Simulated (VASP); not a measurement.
# Ru2Rh (Fm-3m) in VASP: a series of runs

The runs below take Ru2Rh through single point, relaxation of cell and atoms, with PBE.

Program: VASP 6.6.1. These are calculated values, not measurements. Logs are shortened: lines on timing, memory, paths and dates and some standing lists are left out, and cuts for length are marked.

### Step 1. The cell of the first run

The structure is cubic, space group Fm-3m (No. 225). Conventional cell: a = 5.409 Å, b = 5.409 Å, c = 5.409 Å, α = 90.00°, β = 90.00°, γ = 90.00°. Ru (site symmetry -43m) has 4 Rh at 2.34 Å and 6 Ru at 2.70 Å within 3.1 Å. Within 3.1 Å of Rh (site symmetry m-3m) lie 8 Ru at 2.34 Å.

The cell was built from a structure type or drawn by symmetry, and may not be a known phase.

### Step 2. Single point, PBE

Contents of INCAR:

```
SYSTEM = Ru2Rh
ALGO = Fast
EDIFF = 1E-6
ENCUT = 520
GGA = PE
ISIF = 2
ISMEAR = 0
LASPH = .TRUE.
LCHARG = .FALSE.
LREAL = .FALSE.
LWAVE = .FALSE.
NBANDS = 28
NELM = 100
PREC = Accurate
SIGMA = 0.1
```

Contents of KPOINTS:

```
k-points
0
G
  6 6 6
  0 0 0
```

Contents of POSCAR:

```
Ru2Rh
1.0
    0.0000000000      2.7045132400      2.7045132400
    2.7045132400      0.0000000000      2.7045132400
    2.7045132400      2.7045132400      0.0000000000
Ru Rh
2 1
Direct
    0.2500000000      0.2500000000      0.2500000000
    0.7500000000      0.7500000000      0.7500000000
    0.0000000000      0.0000000000      0.0000000000
```

Potentials or basis: VASP PAW PBE potentials, release 64 (Ru_pv, Rh_pv).

Command:

```bash
$ cat potpaw_PBE.64/Ru_pv/POTCAR potpaw_PBE.64/Rh_pv/POTCAR > POTCAR
$ mpirun -np 1 vasp_std > vasp.out
```

OUTCAR:

```text
SYSTEM = Ru2Rh
   EDIFF = 1E-6
   ENCUT = 520
   GGA = PE
   ISIF = 2
   ISMEAR = 0
   LASPH = .TRUE.
   LREAL = .FALSE.
   NELM = 100
   PREC = Accurate

 ion  position               nearest neighbor table
   1  0.250  0.250  0.250-   3 2.34   3 2.34   3 2.34   3 2.34   2 2.70   2 2.70   2 2.70   2 2.70
                             2 2.70   2 2.70
   2  0.750  0.750  0.750-   3 2.34   3 2.34   3 2.34   3 2.34   1 2.70   1 2.70   1 2.70   1 2.70
                             1 2.70   1 2.70
   3  0.000  0.000  0.000-   2 2.34   2 2.34   2 2.34   1 2.34   2 2.34   1 2.34   1 2.34   1 2.34

  LATTYP: Found a face centered cubic cell.
 ALAT       =     5.4090264800

  Lattice vectors:

 A1 = (   0.0000000000,   2.7045132400,   2.7045132400)
 A2 = (   2.7045132400,   0.0000000000,   2.7045132400)
 A3 = (   2.7045132400,   2.7045132400,   0.0000000000)

Analysis of symmetry for initial positions (statically):
=====================================================================
 Subroutine PRICEL returns:
 Original cell was already a primitive cell.

 Routine SETGRP: Setting up the symmetry group for a
 face centered cubic supercell.

 Subroutine GETGRP returns: Found 48 space group operations
 (whereof 48 operations were pure point group operations)
 out of a pool of 48 trial point group operations.

The static configuration has the point symmetry O_h .

Analysis of symmetry for dynamics (positions and initial velocities):
=====================================================================
 Subroutine PRICEL returns:
 Original cell was already a primitive cell.

 Routine SETGRP: Setting up the symmetry group for a
 face centered cubic supercell.

 Subroutine GETGRP returns: Found 48 space group operations
 (whereof 48 operations were pure point group operations)
 out of a pool of 48 trial point group operations.

The dynamic configuration has the point symmetry O_h .

 Subroutine INISYM returns: Found 48 space group operations
 (whereof 48 operations are pure point group operations),
 and found     1 'primitive' translations

----------------------------------------------------------------------------------------

                                     Primitive cell

  volume of cell :      39.5637

  direct lattice vectors                    reciprocal lattice vectors
     0.000000000  2.704513240  2.704513240    -0.184876152  0.184876152  0.184876152
     2.704513240  0.000000000  2.704513240     0.184876152 -0.184876152  0.184876152
     2.704513240  2.704513240  0.000000000     0.184876152  0.184876152 -0.184876152

  length of vectors
     3.824759304  3.824759304  3.824759304     0.320214888  0.320214888  0.320214888

  position of ions in fractional coordinates (direct lattice)
     0.250000000  0.250000000  0.250000000
     0.750000000  0.750000000  0.750000000
     0.000000000  0.000000000  0.000000000

  ion indices of the primitive-cell ions
   primitive index   ion index
                 1           1
                 2           2
                 3           3

----------------------------------------------------------------------------------------

 KPOINTS: k-points

Automatic generation of k-mesh.
 Grid dimensions read from file:
 generate k-points for:    6    6    6

 Generating k-lattice:

  Cartesian coordinates                     Fractional coordinates (reciprocal lattice)
    -0.030812692  0.030812692  0.030812692     0.166666667  0.000000000  0.000000000
     0.030812692 -0.030812692  0.030812692     0.000000000  0.166666667  0.000000000
     0.030812692  0.030812692 -0.030812692     0.000000000  0.000000000  0.166666667

  Length of vectors
     0.053369148  0.053369148  0.053369148

  Shift w.r.t. Gamma in fractional coordinates (k-lattice)
     0.000000000  0.000000000  0.000000000

 Subroutine IBZKPT returns following result:
 ===========================================

 Found     16 irreducible k-points:

 Following reciprocal coordinates:
            Coordinates               Weight
  0.000000  0.000000  0.000000      1.000000
  0.166667  0.000000  0.000000      8.000000
  0.333333  0.000000  0.000000      8.000000
  0.500000  0.000000  0.000000      4.000000
  0.166667  0.166667  0.000000      6.000000
  0.333333  0.166667  0.000000     24.000000
[... 8 lines left out ...]
 -0.333333  0.333333  0.166667     24.000000
 -0.333333  0.500000  0.166667     12.000000
   k-points           NKPTS =     16   k-points in BZ     NKDIM =     16   number of bands    NBANDS=     28
   number of dos      NEDOS =    301   number of ions     NIONS =      3
   total plane-waves  NPLWV =  21952
   dimension x,y,z NGX =    28 NGY =   28 NGZ =   28
   dimension x,y,z NGXF=    56 NGYF=   56 NGZF=   56
   ions per type =               2   1
   NGX,Y,Z   is equivalent  to a cutoff of  12.17, 12.17, 12.17 a.u.
   NGXF,Y,Z  is equivalent  to a cutoff of  24.34, 24.34, 24.34 a.u.
 SYSTEM =  Ru2Rh
[... 127 lines left out ...]
[... 20 lines left out ...]
     27      22.0603      0.00000
     28      22.5002      0.00000

 k-point     7 :       0.5000    0.1667    0.0000
  band No.  band energies     occupation
      1     -34.6411      2.00000
      2     -34.6276      2.00000
      3     -34.5912      2.00000
      4     -29.7377      2.00000
      5     -29.6722      2.00000
      6     -29.6475      2.00000
[... 20 lines left out ...]
     27      21.8771      0.00000
     28      22.2786      0.00000

 k-point     8 :      -0.3333    0.1667    0.0000
  band No.  band energies     occupation
      1     -34.6314      2.00000
      2     -34.6229      2.00000
      3     -34.6015      2.00000
      4     -29.7606      2.00000
      5     -29.6322      2.00000
      6     -29.5961      2.00000
[... 20 lines left out ...]
     27      21.4163      0.00000
     28      23.4022      0.00000

 k-point     9 :      -0.1667    0.1667    0.0000
  band No.  band energies     occupation
      1     -34.6218      2.00000
      2     -34.6150      2.00000
      3     -34.5981      2.00000
      4     -29.7878      2.00000
      5     -29.7082      2.00000
      6     -29.6496      2.00000
[... 20 lines left out ...]
     27      21.5473      0.00000
     28      24.3738      0.00000

 k-point    10 :       0.3333    0.3333    0.0000
  band No.  band energies     occupation
      1     -34.6532      2.00000
      2     -34.6532      2.00000
      3     -34.5532      2.00000
      4     -29.7799      2.00000
      5     -29.7361      2.00000
      6     -29.7361      2.00000
[... 20 lines left out ...]
     27      19.4720      0.00000
     28      20.0178      0.00000

 k-point    11 :       0.5000    0.3333    0.0000
  band No.  band energies     occupation
      1     -34.6609      2.00000
      2     -34.6546      2.00000
      3     -34.5561      2.00000
      4     -29.8792      2.00000
      5     -29.6981      2.00000
      6     -29.6838      2.00000
[... 20 lines left out ...]
     27      18.8165      0.00000
     28      18.9535      0.00000

 k-point    12 :      -0.3333    0.3333    0.0000
  band No.  band energies     occupation
      1     -34.6500      2.00000
      2     -34.6314      2.00000
      3     -34.5883      2.00000
      4     -29.8602      2.00000
      5     -29.6802      2.00000
      6     -29.6052      2.00000
[... 20 lines left out ...]
     27      18.5003      0.00000
     28      20.6465      0.00000

 k-point    13 :       0.5000    0.5000    0.0000
  band No.  band energies     occupation
      1     -34.6707      2.00000
      2     -34.6707      2.00000
      3     -34.5358      2.00000
      4     -29.9355      2.00000
      5     -29.6962      2.00000
      6     -29.6962      2.00000
[... 20 lines left out ...]
     27      16.6129      0.00000
     28      17.8276      0.00000

 k-point    14 :       0.5000    0.3333    0.1667
  band No.  band energies     occupation
      1     -34.6506      2.00000
      2     -34.6307      2.00000
      3     -34.5806      2.00000
      4     -29.7951      2.00000
      5     -29.7181      2.00000
      6     -29.6421      2.00000
[... 20 lines left out ...]
     27      19.2699      0.00000
     28      20.8787      0.00000

 k-point    15 :      -0.3333    0.3333    0.1667
  band No.  band energies     occupation
      1     -34.6596      2.00000
      2     -34.6091      2.00000
      3     -34.6010      2.00000
      4     -29.8503      2.00000
      5     -29.7174      2.00000
      6     -29.5488      2.00000
[... 20 lines left out ...]
     27      19.5807      0.00000
     28      19.6103      0.00000

 k-point    16 :      -0.3333    0.5000    0.1667
  band No.  band energies     occupation
      1     -34.6712      2.00000
      2     -34.6357      2.00000
      3     -34.5683      2.00000
      4     -29.9109      2.00000
      5     -29.7205      2.00000
      6     -29.6113      2.00000
[... 20 lines left out ...]
     27      17.7350      0.00000
     28      17.9341      0.00000

------------------------ aborting loop because EDIFF is reached ----------------------------------------

  FORCE on cell =-STRESS in cart. coord.  units (eV):
  Direction    XX          YY          ZZ          XY          YZ          ZX
  --------------------------------------------------------------------------------------
  -------------------------------------------------------------------------------------
  Total       21.0300826     21.0300826     21.0300826      0.0000000     -0.0000000      0.0000000
  in kB      851.6364287    851.6364287    851.6364287      0.0000000     -0.0000000      0.0000000
  external PRESSURE =     851.6364287 kB  Pullay stress =       0.0000000 kB

 VOLUME and BASIS-vectors are now :
 -----------------------------------------------------------------------------
  energy-cutoff  :      520.00
  volume of cell :       39.56
      direct lattice vectors                 reciprocal lattice vectors
     0.000000000  2.704513240  2.704513240    -0.184876152  0.184876152  0.184876152
     2.704513240  0.000000000  2.704513240     0.184876152 -0.184876152  0.184876152
     2.704513240  2.704513240  0.000000000     0.184876152  0.184876152 -0.184876152

 POSITION                                       TOTAL-FORCE (eV/Angst)
 -----------------------------------------------------------------------------------
      1.35226      1.35226      1.35226         0.000000      0.000000      0.000000
      4.05677      4.05677      4.05677        -0.000000     -0.000000     -0.000000
      0.00000      0.00000      0.00000        -0.000000      0.000000      0.000000
 -----------------------------------------------------------------------------------
    total drift:                                0.000000      0.000000      0.000000

  FREE ENERGIE OF THE ION-ELECTRON SYSTEM (eV)
  ---------------------------------------------------
  free  energy   TOTEN  =       -20.8515277172 eV

  energy  without entropy=      -20.8191186272  energy(sigma->0) =      -20.83532317
```

Run time: 12 s. Hardware: 1 thread of Intel Xeon 6975P-C (Granite Rapids), shared host; peak memory 0.16 GiB.

What came out:

| Item | Value |
| --- | --- |
| Free energy | -20.8515 eV |
| Pressure | 85.2 GPa |
| Band gap on the k mesh | zero (an odd number of electrons rules out a gap without spin polarisation) |

Caveat: the cell stands under pressure.

### Step 3. Single point, PBE

This run uses another cell than the first one, of 16.59 Å³/atom.

Contents of INCAR:

```
PREC     = Accurate       # precision mode
ENCUT    = 520            # plane-wave cutoff, eV
EDIFF    = 1E-7           # SCF threshold, eV
ISMEAR   = 0              # smearing method
SIGMA    = 0.1            # smearing width, eV
LREAL    = F              # projectors in reciprocal space
LASPH    = T              # aspherical terms in the spheres
NELM     = 80             # most SCF steps
ALGO     = Normal         # electronic algorithm
ISIF     = 2              # what is computed and relaxed
LWAVE    = F              # write WAVECAR
LCHARG   = F              # write CHGCAR
GGA      = PE             # functional
NBANDS   = 28             # bands
```

Contents of KPOINTS:

```
Automatic mesh
0
Gamma
  6 6 6
```

Contents of POSCAR:

```
Ru2Rh
1.0
    0.0000000000      2.9192873403      2.9192873403
    2.9192873403      0.0000000000      2.9192873403
    2.9192873403      2.9192873403      0.0000000000
Ru Rh
2 1
Direct
    0.2500000000      0.2500000000      0.2500000000
    0.7500000000      0.7500000000      0.7500000000
    0.0000000000      0.0000000000      0.0000000000
```

Potentials or basis: VASP PAW PBE potentials, release 64 (Ru_pv, Rh_pv).

Command:

```bash
$ cat potpaw_PBE.64/Ru_pv/POTCAR potpaw_PBE.64/Rh_pv/POTCAR > POTCAR
$ mpirun -np 1 vasp_std > vasp.out
```

It took 13 s on 1 thread of Intel Xeon 6975P-C (Granite Rapids), shared host; peak memory 0.17 GiB.

The run converged. Its results:

* Free energy: -23.0351 eV
* Pressure: 0.0 GPa
* Band gap on the k mesh: zero (an odd number of electrons rules out a gap without spin polarisation)

Levels at points of the mesh, in eV from the Fermi level:
```csv
k point,band 17,band 18,band 19,band 20,band 21,band 22,band 23,band 24,band 25,band 26
"(0.00, 0.00, 0.00)",-3.31,-3.31,-0.13,-0.13,0.81,0.81,0.81,1.30,1.30,9.58
"(0.50, 0.00, 0.00)",-2.19,-2.19,-1.35,-1.35,-0.50,-0.02,-0.02,0.85,0.85,2.15
"(0.50, 0.50, 0.00)",-2.61,-1.32,-1.32,-0.27,0.10,1.20,1.22,1.22,1.25,2.81
```

### Step 4. Relaxation of cell and atoms, PBE

Contents of INCAR:

```
PREC     = Accurate       # precision mode
ENCUT    = 600            # plane-wave cutoff, eV
EDIFF    = 1E-7           # SCF threshold, eV
ISMEAR   = 0              # smearing method
SIGMA    = 0.1            # smearing width, eV
LREAL    = False          # projectors in reciprocal space
LASPH    = True           # aspherical terms in the spheres
NELM     = 100            # most SCF steps
ALGO     = Fast           # electronic algorithm
ISIF     = 3              # what is computed and relaxed
LWAVE    = False          # write WAVECAR
LCHARG   = False          # write CHGCAR
GGA      = PE             # functional
IBRION   = 2              # ionic algorithm
NSW      = 90             # ionic steps
EDIFFG   = -0.04          # ionic threshold
```

KPOINTS is that of step 3.

Contents of POSCAR:

```
Ru2Rh
1.0
    0.0000000000      2.7045132400      2.7045132400
    2.7045132400      0.0000000000      2.7045132400
    2.7045132400      2.7045132400      0.0000000000
Ru Rh
2 1
Direct
    0.2500000000      0.2500000000      0.2500000000
    0.7500000000      0.7500000000      0.7500000000
    0.0000000000      0.0000000000      0.0000000000
```

Command:

```bash
$ cat potpaw_PBE.64/Ru_pv/POTCAR potpaw_PBE.64/Rh_pv/POTCAR > POTCAR
$ mpirun -np 1 vasp_std > vasp.out
```

It took 92 s on 1 thread of Intel Xeon 6975P-C (Granite Rapids), shared host; peak memory 0.19 GiB.

Results (log left out):

```yaml
Free_energy: -23.0248 eV
Relaxed_volume: 16.57 Å³/atom
Relaxed_cell: a = 4.127 Å, b = 4.127 Å, c = 4.127 Å, α = 60.00°, β = 60.00°, γ = 60.00°
Space_group_after_relaxing_to_0.1_Å: Fm-3m (No. 225)
Pressure_after_relaxing: 0.2 GPa
Band_gap_on_the_k_mesh: zero (an odd number of electrons rules out a gap without spin polarisation)
```

Final structure:
```yaml
crystal:
  lattice:
    - [0.00000, 2.91857, 2.91857]
    - [2.91857, 0.00000, 2.91857]
    - [2.91857, 2.91857, 0.00000]
  atoms:
    - { symbol: Ru, position: [0.25000, 0.25000, 0.25000] }
    - { symbol: Ru, position: [0.75000, 0.75000, 0.75000] }
    - { symbol: Rh, position: [0.00000, 0.00000, 0.00000] }
```

Levels at points of the mesh, in eV from the Fermi level:
```csv
k point,band 18,band 19,band 20,band 21,band 22,band 23,band 24,band 25
"(0.00, 0.00, 0.00)",-3.31,-0.13,-0.13,0.81,0.81,0.81,1.30,1.30
"(0.50, 0.00, 0.00)",-2.19,-1.35,-1.35,-0.50,-0.02,-0.02,0.85,0.85
"(0.50, 0.50, 0.00)",-1.32,-1.32,-0.27,0.10,1.21,1.22,1.22,1.25
```

Caveat: the volume moved by over 15 % at a fixed basis, so the end points are rough.

### Step 5. Single point, PBE, collinear spin, ferromagnetic start

This run uses another cell than the first one, of 16.59 Å³/atom.

Contents of INCAR:

```
  PREC = Accurate
  ENCUT = 520
  EDIFF = 1E-6
  ISMEAR = 0
  SIGMA = 0.1
  LREAL = False
  LASPH = True
  NELM = 150
  ALGO = Normal
  ISIF = 2
  LWAVE = False
  LCHARG = True
  ISPIN = 2
  MAGMOM = 1 1 1
  LORBIT = 11
  LMAXMIX = 4
  GGA = PE
  LELF = True
  LVHAR = True
  NBANDS = 32
```

KPOINTS is that of step 4.

Contents of POSCAR:

```
Ru2Rh
1.0
    0.0000000000      2.9192873403      2.9192873403
    2.9192873403      0.0000000000      2.9192873403
    2.9192873403      2.9192873403      0.0000000000
Ru Rh
2 1
Direct
    0.2500000000      0.2500000000      0.2500000000
    0.7500000000      0.7500000000      0.7500000000
    0.0000000000      0.0000000000      0.0000000000
```

Command:

```bash
$ cat potpaw_PBE.64/Ru_pv/POTCAR potpaw_PBE.64/Rh_pv/POTCAR > POTCAR
$ mpirun -np 1 vasp_std > vasp.out
```

Run time: 25 s. Hardware: 1 thread of Intel Xeon 6975P-C (Granite Rapids), shared host; peak memory 0.22 GiB.

The run converged. Its results:

```yaml
Free_energy: -23.0367 eV
Pressure: 0.1 GPa
Net_moment: 0.72 μB per cell
Site_moments: Ru +0.22; Rh +0.25 μB
Valence_electrons_inside_the_program's_atomic_spheres: Ru 12.53; Rh 13.95
```

Levels at points of the mesh, in eV from the Fermi level:
Spin up:
```csv
k point,band 19,band 20,band 21,band 22,band 23,band 24,band 25,band 26
"(0.00, 0.00, 0.00)",-0.28,-0.28,0.73,0.73,0.73,1.19,1.19,9.54
"(0.50, 0.00, 0.00)",-1.43,-1.43,-0.56,-0.14,-0.14,0.76,0.76,2.07
"(0.50, 0.50, 0.00)",-1.40,-0.36,0.02,1.10,1.13,1.13,1.15,2.78
```
Spin down:
```csv
k point,band 17,band 18,band 19,band 20,band 21,band 22,band 23,band 24,band 25,band 26
"(0.00, 0.00, 0.00)",-3.25,-3.25,-0.01,-0.01,0.88,0.88,0.88,1.40,1.40,9.59
"(0.50, 0.00, 0.00)",-2.12,-2.12,-1.27,-1.27,-0.45,0.09,0.09,0.93,0.93,2.21
"(0.50, 0.50, 0.00)",-2.50,-1.26,-1.26,-0.19,0.18,1.29,1.29,1.30,1.33,2.82
```

### Step 6. Summary

| task | spin | cell | cutoff (eV) | gap on the mesh (eV) | pressure (GPa) |
| --- | --- | --- | --- | --- | --- |
| single point | off | a = 3.825 Å, angles 60.0°, 3 atoms | 520 | none | 85.2 |
| single point | off | a = 4.128 Å, angles 60.0°, 3 atoms | 520 | none | 0.0 |
| relaxation of cell and atoms | off | relaxed from a = 3.825 Å, angles 60.0°, 3 atoms | 600 | none | 0.2 |
| single point | collinear, ferromagnetic start | a = 4.128 Å, angles 60.0°, 3 atoms | 520 | none | 0.1 |

Alike in all rows: level PBE; potentials or basis VASP PAW PBE potentials, release 64 (Ru_pv, Rh_pv); k mesh 6 × 6 × 6; smearing gaussian 0.1 eV.

Caveats: the cell stands under pressure (at least some runs); the volume moved by over 15 % at a fixed basis, so the end points are rough (at least some runs).

Absolute energies hang on the potentials; compare differences alone.
